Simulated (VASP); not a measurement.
Input of a VASP 6.6.1 run:

The input INCAR:

```
SYSTEM = Te2Br3
PREC = Accurate ; ENCUT = 520
EDIFF = 1E-7 ; ISMEAR = 0
SIGMA = 0.1 ; LREAL = .FALSE.
LASPH = .TRUE. ; NELM = 100
ALGO = Normal ; ISIF = 2
LWAVE = .FALSE. ; LCHARG = .TRUE.
GGA = PE ; LELF = .TRUE.
LVHAR = .TRUE. ; NBANDS = 24
```

The input KPOINTS:

```
regular mesh
0
G
  6 6 2
  0 0 0
```

The input POSCAR:

```
Te2Br3
1.0
    4.8675602158      0.0000000000      0.0000000000
   -2.4337801079      4.2154308014      0.0000000000
    0.0000000000      0.0000000000      8.9929539473
Te Br
2 3
Direct
    0.3333333333      0.6666666667      0.1808304632
    0.6666666667      0.3333333333      0.8191695368
    0.0000000000      0.0000000000      0.0000000000
    0.3333333333      0.6666666667      0.7171293988
    0.6666666667      0.3333333333      0.2828706012
```

Potentials or basis: VASP PAW PBE potentials, release 64 (Te, Br).

Command:

```console
$ cat potpaw_PBE.64/Te/POTCAR potpaw_PBE.64/Br/POTCAR > POTCAR
$ mpirun -np 1 vasp_std > vasp.out
```

(1) Predict the largest force.

(2) Predict the pressure.

Answers

(1) 0.027 eV/Å.

(2) -0.1 GPa.

Caveat: this functional lacks dispersion, which binds the layers, so the pressure and a relaxed spacing across them are unreliable; an odd number of electrons without spin polarisation forces a metal; a magnetic or distorted state may lie lower.
